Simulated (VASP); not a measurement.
# C in VASP: a series of runs

C is run at these levels: PBE; tasks: single point.

Everything below comes from runs of VASP 6.6.1. Logs are shortened: lines on timing, memory, paths and dates and some standing lists are left out, and cuts for length are marked.

**1. The cell of the first run**

The cell holds a slab with vacuum, 2 atoms: a = 2.466 Å, b = 2.466 Å, c = 28.000 Å, α = 90.00°, β = 90.00°, γ = 120.00°.

**2. Single point, PBE**

Input file INCAR:

```
ALGO = Normal
DIPOL = 0.5 0.5 0.500
EDIFF = 1E-6
ENCUT = 520
GGA = PE
IDIPOL = 3
ISIF = 2
ISMEAR = 0
LASPH = True
LCHARG = False
LDIPOL = True
LREAL = False
LWAVE = False
NBANDS = 11
NELM = 100
PREC = Accurate
SIGMA = 0.1
```

Input file KPOINTS:

```
k-points
0
Gamma
  21 21 1
```

Input file POSCAR:

```
C
1.0
    2.4664895604      0.0000000000      0.0000000000
   -1.2332447802      2.1360426175      0.0000000000
    0.0000000000      0.0000000000     28.0000000000
C
2
Direct
    0.3333333333      0.6666666667      0.5000000000
    0.6666666667      0.3333333333      0.5000000000
```

Potentials or basis: VASP PAW PBE potentials, release 64 (C).

Run with:

```console
cat potpaw_PBE.64/C/POTCAR > POTCAR
mpirun -np 1 vasp_std > vasp.out
```

OUTCAR:

```text
EDIFF = 1E-6
   ENCUT = 520
   GGA = PE
   ISIF = 2
   ISMEAR = 0
   LASPH = True
   LREAL = False
   NELM = 100
   PREC = Accurate

 ion  position               nearest neighbor table
   1  0.333  0.667  0.500-   2 1.42   2 1.42   2 1.42
   2  0.667  0.333  0.500-   1 1.42   1 1.42   1 1.42

  LATTYP: Found a hexagonal cell.
 ALAT       =     2.4664895604
 C/A-ratio  =    11.3521664351

  Lattice vectors:

 A1 = (   2.4664895604,   0.0000000000,   0.0000000000)
 A2 = (  -1.2332447802,   2.1360426175,   0.0000000000)
 A3 = (   0.0000000000,   0.0000000000,  28.0000000000)

Analysis of symmetry for initial positions (statically):
=====================================================================
 Subroutine PRICEL returns:
 Original cell was already a primitive cell.

 Routine SETGRP: Setting up the symmetry group for a
 hexagonal supercell.

 Subroutine GETGRP returns: Found 24 space group operations
 (whereof 24 operations were pure point group operations)
 out of a pool of 24 trial point group operations.

The static configuration has the point symmetry D_6h.

Analysis of symmetry for dynamics (positions and initial velocities):
=====================================================================
 Subroutine PRICEL returns:
 Original cell was already a primitive cell.

 Routine SETGRP: Setting up the symmetry group for a
 hexagonal supercell.

 Subroutine GETGRP returns: Found 24 space group operations
 (whereof 24 operations were pure point group operations)
 out of a pool of 24 trial point group operations.

The dynamic configuration has the point symmetry D_6h.

 Subroutine INISYM returns: Found 24 space group operations
 (whereof 24 operations are pure point group operations),
 and found     1 'primitive' translations

----------------------------------------------------------------------------------------

                                     Primitive cell

  volume of cell :     147.5188

  direct lattice vectors                    reciprocal lattice vectors
     2.466489560  0.000000000  0.000000000     0.405434516  0.234077727  0.000000000
    -1.233244780  2.136042617  0.000000000     0.000000000  0.468155453  0.000000000
     0.000000000  0.000000000 28.000000000     0.000000000  0.000000000  0.035714286

  length of vectors
     2.466489560  2.466489560 28.000000000     0.468155453  0.468155453  0.035714286

  position of ions in fractional coordinates (direct lattice)
[... 92 lines left out ...]
   EMIN   =  10.00;   EMAX   =-10.00  energy-range for DOS
   EFERMI =   0.00;   METHOD = LEGACY
   ISMEAR =     0;   SIGMA  =   0.10  broadening in eV -4-tet -1-fermi 0-gaus
   EFERMI_NEDOS =   21; number of points for ismear=-14 and -15
   IALGO  =     38    algorithm
   IMIX   =      4    mixing-type and parameters
     AMIX     =   0.40;   BMIX     =  1.00
     AMIX_MAG =   1.60;   BMIX_MAG =  1.00
  volume/ion in A,a.u.               =      73.76       497.75
  Fermi-wavevector in a.u.,A,eV,Ry     =   0.619663  1.170994  5.224400  0.383983
  Thomas-Fermi vector in A             =   1.678540
   LORBIT       =      0    0 simple, 1 ext, 2 COOP (PROOUT), +10 PAW based schemes
   GGA     = PE    functional components
   LHFCALC =     F    Hartree Fock is set to
   AEXX    =    0.0000 exact exchange contribution
   IVDW    =     0    specifies the selected vdW correction
   LEPSILON=     F    determine dielectric tensor
   LRPA    =     F    only Hartree local field effects (RPA)
 non-spin polarized calculation
 Gauss-broadening in eV      SIGMA  =   0.10
  energy-cutoff  :      520.00
  volume of cell :      147.52
 maximum number of plane-waves:      4032
   NGX =  9   NGY =  9   NGZ =105

 number of electron       7.9999997 magnetization

 dipolmoment           0.000000      0.000000     -0.000000 electrons x Angstroem

 Free energy of the ion-electron system (eV)
  ---------------------------------------------------
  ext. energy  EPLUGINS =         0.00000000
  ---------------------------------------------------
  free energy    TOTEN  =       -18.45111401 eV

  energy without entropy =      -18.45060228  energy(sigma->0) =      -18.45085814

 E-fermi :  -3.1739     XC(G=0):  -1.5645

 val. band max:       -3.1739006318   @ k =   0.3333   0.3333   0.0000
 cond. band min:      -3.1739006278   @ k =   0.3333   0.3333   0.0000
 fundamental gap:      0.0000000040
 Fermi energy:        -3.1739006292

 k-point     1 :       0.0000    0.0000    0.0000
  band No.  band energies     occupation
      1     -22.6915      2.00000
      2     -10.7870      2.00000
      3      -6.2203      2.00000
      4      -6.2203      2.00000
      5       0.0908      0.00000
      6       0.8574      0.00000
      7       1.1011      0.00000
      8       1.4848      0.00000
      9       1.7385      0.00000
     10       2.4901      0.00000
     11       2.8471      0.00000
[... 309 lines left out ...]
 k-point    24 :       0.1905    0.0952    0.0000
  band No.  band energies     occupation
      1     -21.2040      2.00000
      2     -10.3505      2.00000
      3      -9.0322      2.00000
      4      -8.6955      2.00000
      5       2.1249      0.00000
      6       2.9118      0.00000
      7       3.1925      0.00000
      8       3.5609      0.00000
      9       3.8202      0.00000
     10       4.1040      0.00000
     11       4.5654      0.00000

 [... further k-points ...]

------------------------ aborting loop because EDIFF is reached ----------------------------------------

 vacuum level on the upper side and lower side of the slab       (xc-potential included)        -0.009        -0.009

  FORCE on cell =-STRESS in cart. coord.  units (eV):
  Direction    XX          YY          ZZ          XY          YZ          ZX
  --------------------------------------------------------------------------------------
  -------------------------------------------------------------------------------------
  Total        0.0770386      0.0770386     -0.0106500     -0.0000000      0.0000000      0.0000000
  in kB        0.8367038      0.8367038     -0.1156675     -0.0000000      0.0000000      0.0000000
  external PRESSURE =       0.5192467 kB  Pullay stress =       0.0000000 kB

 VOLUME and BASIS-vectors are now :
 -----------------------------------------------------------------------------
  energy-cutoff  :      520.00
  volume of cell :      147.52
      direct lattice vectors                 reciprocal lattice vectors
     2.466489560  0.000000000  0.000000000     0.405434516  0.234077727  0.000000000
    -1.233244780  2.136042617  0.000000000     0.000000000  0.468155453  0.000000000
     0.000000000  0.000000000 28.000000000     0.000000000  0.000000000  0.035714286

 POSITION                                       TOTAL-FORCE (eV/Angst)
 -----------------------------------------------------------------------------------
     -0.00000      1.42403     14.00000         0.000000      0.000000     -0.000000
      1.23324      0.71201     14.00000        -0.000000     -0.000000      0.000000
 -----------------------------------------------------------------------------------
    total drift:                                0.000000     -0.000000      0.000000

  FREE ENERGIE OF THE ION-ELECTRON SYSTEM (eV)
  ---------------------------------------------------
  free  energy   TOTEN  =       -18.4511140126 eV

  energy  without entropy=      -18.4506022760  energy(sigma->0) =      -18.45085814

 vacuum level on the upper side and lower side of the slab         1.064         1.064
```

stdout:

```text
POSCAR found type information on POSCAR C
 POSCAR found :  1 types and       2 ions
 scaLAPACK will be used
 LDA part: xc-table for (Slater+PW92), standard interpolation
 POSCAR, INCAR and KPOINTS ok, starting setup
 FFT: planning ... GRIDC
 FFT: planning ... GRID_SOFT
 FFT: planning ... GRID
 WAVECAR not read
 entering main loop
```

It took 1.7 min on 1 thread of Intel Xeon 8259CL, shared host; peak memory 0.26 GiB.

What came out:

| Item | Value |
| --- | --- |
| Free energy | -18.4511 eV |
| Band gap on the k mesh | zero (filled and empty bands touch) |

Levels at points of the mesh, in eV from the Fermi level:
```
           k point  band 1  band 2  band 3  band 4  band 5  band 6  band 7  band 8
(0.00, 0.00, 0.00)  -19.52   -7.61   -3.05   -3.05    3.26    4.03    4.28    4.66
```

**3. Single point, PBE**

Input file INCAR:

```
ALGO = Normal
DIPOL = 0.5 0.5 0.500
EDIFF = 1E-7
ENCUT = 520
GGA = PE
IDIPOL = 3
ISIF = 2
ISMEAR = 0
LASPH = T
LCHARG = T
LDIPOL = T
LELF = T
LREAL = F
LVACPOTAV = T
LVHAR = T
LWAVE = F
NBANDS = 11
NELM = 80
PREC = Accurate
SIGMA = 0.1
```

KPOINTS is that of step 2.

Input file POSCAR:

```
C
1.0
    2.4668431140      0.0000000000      0.0000000000
   -1.2334215570      2.1363488039      0.0000000000
    0.0000000000      0.0000000000     28.0000000000
C
2
Direct
    0.3333333333      0.6666666667      0.5000000724
    0.6666666667      0.3333333333      0.4999999276
```

Potentials or basis: VASP PAW PBE potentials, release 64 (C).

Run with:

```console
cat potpaw_PBE.64/C/POTCAR > POTCAR
mpirun -np 1 vasp_std > vasp.out
```

OUTCAR:

```text
EDIFF = 1E-7
   ENCUT = 520
   GGA = PE
   ISIF = 2
   ISMEAR = 0
   LASPH = T
   LREAL = F
   NELM = 80
   PREC = Accurate

 ion  position               nearest neighbor table
   1  0.333  0.667  0.500-   2 1.42   2 1.42   2 1.42
   2  0.667  0.333  0.500-   1 1.42   1 1.42   1 1.42

  LATTYP: Found a hexagonal cell.
 ALAT       =     2.4668431140
 C/A-ratio  =    11.3505394166

  Lattice vectors:

 A1 = (   2.4668431140,   0.0000000000,   0.0000000000)
 A2 = (  -1.2334215570,   2.1363488039,   0.0000000000)
 A3 = (   0.0000000000,   0.0000000000,  28.0000000000)

Analysis of symmetry for initial positions (statically):
=====================================================================
 Subroutine PRICEL returns:
 Original cell was already a primitive cell.

 Routine SETGRP: Setting up the symmetry group for a
 hexagonal supercell.

 Subroutine GETGRP returns: Found 24 space group operations
 (whereof 24 operations were pure point group operations)
 out of a pool of 24 trial point group operations.

The static configuration has the point symmetry D_6h.

Analysis of symmetry for dynamics (positions and initial velocities):
[... 180 lines left out ...]
      9       1.7503      0.00000
     10       2.5218      0.00000
     11       2.8660      0.00000
[... 309 lines left out ...]
 k-point    24 :       0.1905    0.0952    0.0000
  band No.  band energies     occupation
      1     -21.2024      2.00000
      2     -10.3514      2.00000
      3      -9.0314      2.00000
      4      -8.6961      2.00000
      5       2.1251      0.00000
      6       2.9180      0.00000
      7       3.2181      0.00000
      8       3.5854      0.00000
      9       3.8318      0.00000
     10       4.1006      0.00000
     11       4.5965      0.00000

 [... further k-points ...]

------------------------ aborting loop because EDIFF is reached ----------------------------------------

 vacuum level on the upper side and lower side of the slab       (xc-potential included)        -0.067        -0.067

  FORCE on cell =-STRESS in cart. coord.  units (eV):
  Direction    XX          YY          ZZ          XY          YZ          ZX
  --------------------------------------------------------------------------------------
  -------------------------------------------------------------------------------------
  Total        0.0574536      0.0574536     -0.0105422     -0.0000000      0.0000000      0.0000000
  in kB        0.6238155      0.6238155     -0.1144643     -0.0000000      0.0000000      0.0000000
  external PRESSURE =       0.3777222 kB  Pullay stress =       0.0000000 kB

 VOLUME and BASIS-vectors are now :
 -----------------------------------------------------------------------------
  energy-cutoff  :      520.00
  volume of cell :      147.56
      direct lattice vectors                 reciprocal lattice vectors
     2.466843114  0.000000000  0.000000000     0.405376408  0.234044178  0.000000000
    -1.233421557  2.136348804  0.000000000     0.000000000  0.468088356  0.000000000
     0.000000000  0.000000000 28.000000000     0.000000000  0.000000000  0.035714286

 POSITION                                       TOTAL-FORCE (eV/Angst)
 -----------------------------------------------------------------------------------
     -0.00000      1.42423     14.00000        -0.000000      0.000000      0.000000
      1.23342      0.71212     14.00000         0.000000     -0.000000      0.000000
 -----------------------------------------------------------------------------------
    total drift:                               -0.000000      0.000000     -0.000000

  FREE ENERGIE OF THE ION-ELECTRON SYSTEM (eV)
  ---------------------------------------------------
  free  energy   TOTEN  =       -18.4511376475 eV

  energy  without entropy=      -18.4506259109  energy(sigma->0) =      -18.45088178

 vacuum level on the upper side and lower side of the slab         1.072         1.072
```

OSZICAR:

```text
N       E                     dE             d eps       ncg     rms          rms(c)
DAV:   1     0.595646524661E+02    0.59565E+02   -0.31830E+03  1104   0.509E+02
DAV:   2    -0.129774966626E+02   -0.72542E+02   -0.59310E+02  1495   0.103E+02
DAV:   3    -0.196403193275E+02   -0.66628E+01   -0.64696E+01  1578   0.431E+01
[... 14 lines left out ...]
DAV:  18    -0.184511336660E+02   -0.26781E-05   -0.87443E-09  1310   0.407E-04    0.427E-04
DAV:  19    -0.184511369035E+02   -0.32374E-05   -0.31482E-08  1100   0.601E-04    0.118E-04
DAV:  20    -0.184511374954E+02   -0.59194E-06   -0.18564E-09  1252   0.171E-04    0.615E-05
DAV:  21    -0.184511376039E+02   -0.10847E-06   -0.80813E-10  1256   0.100E-04    0.175E-05
DAV:  22    -0.184511376475E+02   -0.43573E-07   -0.14072E-10  1212   0.453E-05
   1 F= -.18451138E+02 E0= -.18450882E+02  d E =-.511737E-03
```

Wall time 2.5 min (1 thread of Intel Xeon 8259CL, shared host); peak memory 0.27 GiB.

What came out:

```
Free energy                     : -18.4511 eV
Band gap on the k mesh          : zero (filled and empty bands touch)
Work function of the upper face : 4.25 eV
Work function of the lower face : 4.25 eV
```
